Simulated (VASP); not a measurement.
# YbTl2IO4 (P4/mmm) in VASP: single point with r2SCAN

Aim: the single point of YbTl2IO4 with r2SCAN.

Everything below comes from runs of VASP 6.6.1. Logs are shortened: lines on timing, memory, paths and dates and some standing lists are left out, and cuts for length are marked.

### Step 1. The cell of the first run

Symmetry: P4/mmm, No. 123, tetragonal system. The conventional cell has a = 3.840 Å, b = 3.840 Å, c = 9.461 Å, α = 90.00°, β = 90.00°, γ = 90.00°. Within 4.8 Å of I (site symmetry 4/mmm) lie 8 Tl at 3.56 Å and 4 I at 3.84 Å and 8 O at 3.93 Å and 2 Yb at 4.73 Å. Yb (site symmetry 4/mmm) has 8 O at 2.32 Å within 3.1 Å. Tl (site symmetry 4mm) has 4 O at 2.23 Å within 2.9 Å. O (site symmetry 2mm) has 2 Tl at 2.23 Å and 2 Yb at 2.32 Å and 5 O at 2.61 to 2.71 Å within 2.9 Å.

### Step 2. Single point, r2SCAN

Contents of POSCAR:

```
YbTl2IO4
1.0
    3.8395390000      0.0000000000      0.0000000000
    0.0000000000      3.8395390000      0.0000000000
    0.0000000000      0.0000000000      9.4606230000
I Yb Tl O
1 1 2 4
Direct
    0.0000000000      0.0000000000      0.5000000000
    0.0000000000      0.0000000000      0.0000000000
    0.5000000000      0.5000000000      0.7429000000
    0.5000000000      0.5000000000      0.2571000000
    0.5000000000      0.0000000000      0.8620000000
    0.0000000000      0.5000000000      0.8620000000
    0.5000000000      0.0000000000      0.1380000000
    0.0000000000      0.5000000000      0.1380000000
```

Contents of INCAR.step1:

```
PREC = Accurate
ENCUT = 520
ISMEAR = -1
SIGMA = 0.1147
LREAL = F
LASPH = T
NELM = 80
NBANDS = 50
GGA = PE
ALGO = Normal
EDIFF = 1E-4
LWAVE = T
LCHARG = F
```

Contents of INCAR.step2:

```
PREC = Accurate
ENCUT = 520
EDIFF = 1E-6
ISMEAR = -1
SIGMA = 0.1147
LREAL = F
LASPH = T
NELM = 80
ALGO = Normal
ISIF = 2
LWAVE = F
LCHARG = T
METAGGA = R2SCAN
LMIXTAU = T
LELF = T
LVHAR = T
NBANDS = 50
ISTART = 1
```

Contents of KPOINTS:

```
Automatic mesh
0
Gamma
  6 6 3
```

Potentials or basis: VASP PAW PBE potentials, release 64 (I, Yb, Tl_d, O).

The run is started by

```
cat potpaw_PBE.64/I/POTCAR potpaw_PBE.64/Yb/POTCAR potpaw_PBE.64/Tl_d/POTCAR potpaw_PBE.64/O/POTCAR > POTCAR
cp INCAR.step1 INCAR
mpirun -np 1 vasp_std > vasp.out
cp INCAR.step2 INCAR
mpirun -np 1 vasp_std > vasp.out
```

OUTCAR:

```text
PREC = Accurate
   ENCUT = 520
   EDIFF = 1E-6
   ISMEAR = -1
   LREAL = F
   LASPH = T
   NELM = 80
   ISIF = 2
   METAGGA = R2SCAN
   ISTART = 1

 ion  position               nearest neighbor table
   1  0.000  0.000  0.500-   3 3.56   4 3.56   3 3.56   4 3.56   3 3.56   4 3.56   3 3.56   4 3.56

   2  0.000  0.000  0.000-   5 2.32   6 2.32   7 2.32   8 2.32   6 2.32   8 2.32   5 2.32   7 2.32
                             3 3.65   4 3.65   3 3.65   4 3.65   3 3.65   4 3.65   3 3.65   4 3.65
   3  0.500  0.500  0.743-   5 2.23   6 2.23   5 2.23   6 2.23   1 3.56   1 3.56   1 3.56   1 3.56
                             2 3.65   2 3.65   2 3.65   2 3.65
   4  0.500  0.500  0.257-   7 2.23   8 2.23   7 2.23   8 2.23   1 3.56   1 3.56   1 3.56   1 3.56
                             2 3.65   2 3.65   2 3.65   2 3.65
   5  0.500  0.000  0.862-   3 2.23   3 2.23   2 2.32   2 2.32
   6  0.000  0.500  0.862-   3 2.23   3 2.23   2 2.32   2 2.32
   7  0.500  0.000  0.138-   4 2.23   4 2.23   2 2.32   2 2.32
   8  0.000  0.500  0.138-   4 2.23   4 2.23   2 2.32   2 2.32

  LATTYP: Found a simple tetragonal cell.
 ALAT       =     3.8395390000
 C/A-ratio  =     2.4639997145

  Lattice vectors:

 A1 = (   3.8395390000,   0.0000000000,   0.0000000000)
 A2 = (   0.0000000000,   3.8395390000,   0.0000000000)
 A3 = (   0.0000000000,   0.0000000000,   9.4606230000)

Analysis of symmetry for initial positions (statically):
=====================================================================
 Subroutine PRICEL returns:
 Original cell was already a primitive cell.

 Routine SETGRP: Setting up the symmetry group for a
 simple tetragonal supercell.

 Subroutine GETGRP returns: Found 16 space group operations
 (whereof 16 operations were pure point group operations)
 out of a pool of 16 trial point group operations.

The static configuration has the point symmetry D_4h.

Analysis of symmetry for dynamics (positions and initial velocities):
=====================================================================
 Subroutine PRICEL returns:
 Original cell was already a primitive cell.

 Routine SETGRP: Setting up the symmetry group for a
 simple tetragonal supercell.

 Subroutine GETGRP returns: Found 16 space group operations
 (whereof 16 operations were pure point group operations)
 out of a pool of 16 trial point group operations.

The dynamic configuration has the point symmetry D_4h.

[... 102 lines left out ...]
   LASPH  =      T    aspherical Exc in radial PAW
   ENCUT  =  520.0 eV  38.22 Ry    6.18 a.u.   7.14  7.14 17.59*2*pi/ulx,y,z
   NELM   =     80;   NELMIN=  2; NELMDL=  0     # of ELM steps
   EDIFF  = 0.1E-05   stopping-criterion for ELM
   LREAL  =      F    real-space projection
[... 7 lines left out ...]
   TEBEG  =    0.0;   TEEND  =   0.0 temperature during run
   PSTRESS=    0.0 pullay stress
   NELECT =      81.0000    total number of electrons
   NUPDOWN=      -1.0000    fix difference up-down
   EMIN   =  10.00;   EMAX   =-10.00  energy-range for DOS
   EFERMI =   0.00;   METHOD = LEGACY
   ISMEAR =    -1;   SIGMA  =   0.11  broadening in eV -4-tet -1-fermi 0-gaus
   EFERMI_NEDOS =   21; number of points for ismear=-14 and -15
   IALGO  =     38    algorithm
   IMIX   =      4    mixing-type and parameters
     AMIX     =   0.40;   BMIX     =  1.00
     AMIX_MAG =   1.60;   BMIX_MAG =  1.00
  volume/ion in A,a.u.               =      17.43       117.65
  Fermi-wavevector in a.u.,A,eV,Ry     =   1.365874  2.581127 25.383177  1.865611
  Thomas-Fermi vector in A             =   2.492064
   LORBIT       =      0    0 simple, 1 ext, 2 COOP (PROOUT), +10 PAW based schemes
   METAGGA = R2SCAN    functional components
   LHFCALC =     F    Hartree Fock is set to
   AEXX    =    0.0000 exact exchange contribution
   IVDW    =     0    specifies the selected vdW correction
   LEPSILON=     F    determine dielectric tensor
   LRPA    =     F    only Hartree local field effects (RPA)
 non-spin polarized calculation
  energy-cutoff  :      520.00
  volume of cell :      139.47
 maximum number of plane-waves:      3804
 NGX is ok and might be reduce to    30
   NGX = 15   NGY = 15   NGZ = 35

 number of electron      81.0000027 magnetization

 Free energy of the ion-electron system (eV)
  ---------------------------------------------------
  ext. energy  EPLUGINS =         0.00000000
  ---------------------------------------------------
  free energy    TOTEN  =      -200.50704959 eV

  energy without entropy =     -200.23357963  energy(sigma->0) =     -200.37031461

 E-fermi :   4.0608     XC(G=0): -11.0936

 val. band max:        4.0085905464   @ k =   0.3333   0.1667   0.0000
 cond. band min:       4.0777580119   @ k =   0.1667   0.0000   0.0000
 fundamental gap:      0.0691674656
 Fermi energy:         4.0608291112

 k-point     1 :       0.0000    0.0000    0.0000
  band No.  band energies     occupation
      1     -48.1444      2.00000
      2     -19.7826      2.00000
      3     -19.4823      2.00000
      4     -19.4823      2.00000
      5     -14.9872      2.00000
      6     -14.0437      2.00000
[... 1049 lines left out ...]
     49      11.6513      0.00000
     50      11.6513      0.00000

------------------------ aborting loop because EDIFF is reached ----------------------------------------

  FORCE on cell =-STRESS in cart. coord.  units (eV):
  Direction    XX          YY          ZZ          XY          YZ          ZX
  --------------------------------------------------------------------------------------
  -------------------------------------------------------------------------------------
  Total        4.1089671      4.1089671     -1.9912507      0.0000000      0.0000000      0.0000000
  in kB       47.2025370     47.2025370    -22.8748691      0.0000000      0.0000000      0.0000000
  external PRESSURE =      23.8434016 kB  Pullay stress =       0.0000000 kB

 VOLUME and BASIS-vectors are now :
 -----------------------------------------------------------------------------
  energy-cutoff  :      520.00
  volume of cell :      139.47
      direct lattice vectors                 reciprocal lattice vectors
     3.839539000  0.000000000  0.000000000     0.260447934  0.000000000  0.000000000
     0.000000000  3.839539000  0.000000000     0.000000000  0.260447934  0.000000000
     0.000000000  0.000000000  9.460623000     0.000000000  0.000000000  0.105701284

 POSITION                                       TOTAL-FORCE (eV/Angst)
 -----------------------------------------------------------------------------------
      0.00000      0.00000      4.73031         0.000000      0.000000      0.000000
      0.00000      0.00000      0.00000         0.000000      0.000000      0.000000
      1.91977      1.91977      7.02830         0.000000     -0.000000      0.566896
      1.91977      1.91977      2.43233        -0.000000      0.000000     -0.566896
      1.91977      0.00000      8.15506        -0.000000      0.000000     -0.496373
      0.00000      1.91977      8.15506         0.000000     -0.000000     -0.496373
      1.91977      0.00000      1.30557         0.000000     -0.000000      0.496373
      0.00000      1.91977      1.30557         0.000000      0.000000      0.496373
 -----------------------------------------------------------------------------------
    total drift:                                0.000000      0.000000      0.000000

  FREE ENERGIE OF THE ION-ELECTRON SYSTEM (eV)
  ---------------------------------------------------
  free  energy   TOTEN  =      -200.5070495950 eV

  energy  without entropy=     -200.2335796284  energy(sigma->0) =     -200.37031461
```

OSZICAR.step1:

```text
N       E                     dE             d eps       ncg     rms          rms(c)
DAV:   1     0.749462104243E+03    0.74946E+03   -0.35913E+04  3092   0.852E+03
DAV:   2     0.673329208625E+02   -0.68213E+03   -0.63864E+03  3118   0.118E+03
DAV:   3    -0.405628336969E+02   -0.10790E+03   -0.10247E+03  3024   0.235E+02
DAV:   4    -0.488983051626E+02   -0.83355E+01   -0.81440E+01  3402   0.534E+01
[... 41 lines left out ...]
DAV:  46    -0.379768884073E+02    0.19602E-02   -0.18948E-03  2890   0.144E+00    0.224E+00
DAV:  47    -0.379756464427E+02    0.12420E-02   -0.61861E-04  2190   0.147E+00    0.212E+00
DAV:  48    -0.379751029650E+02    0.54348E-03   -0.57072E-04  2242   0.793E-01    0.199E+00
DAV:  49    -0.379744160999E+02    0.68687E-03   -0.66380E-04  2496   0.122E+00    0.183E+00
DAV:  50    -0.379743711333E+02    0.44967E-04   -0.69051E-04  2552   0.394E-01
   1 F= -.37974371E+02 E0= -.37814093E+02  d E =-.320556E+00
```

Run time: 35 min. Hardware: 1 thread of Intel Xeon Platinum 8259CL at 2.50GHz (Skylake/Cascade Lake), shared host; peak memory 0.37 GiB.

What came out:

| Item | Value |
| --- | --- |
| Free energy | -200.5070 eV |
| Pressure | 2.4 GPa |
| Largest force | 0.567 eV/Å |
| Band gap on the k mesh | zero (an odd number of electrons rules out a gap without spin polarisation) |

Forces in eV/Å, atoms in the order of the input:
```
I    0.000  0.000  0.000
Yb   0.000  0.000  0.000
Tl   0.000  0.000  0.567
Tl   0.000  0.000 -0.567
O    0.000  0.000 -0.496
O    0.000  0.000 -0.496
O    0.000  0.000  0.496
O    0.000  0.000  0.496
```

Caveat: the stress differs along the axes, from -2 to 5 GPa; the PAW data sets were made with another functional, which shifts forces and pressure a little; spin-orbit coupling is left out, which moves the levels of the heavy elements; an odd number of electrons without spin polarisation forces a metal; a magnetic or distorted state may lie lower. With open d or f shells a metallic result of r2SCAN can be an artefact of self-interaction; +U or a hybrid may open a gap.

The gap in the log of VASP goes by the Fermi energy; the results here count the filled bands.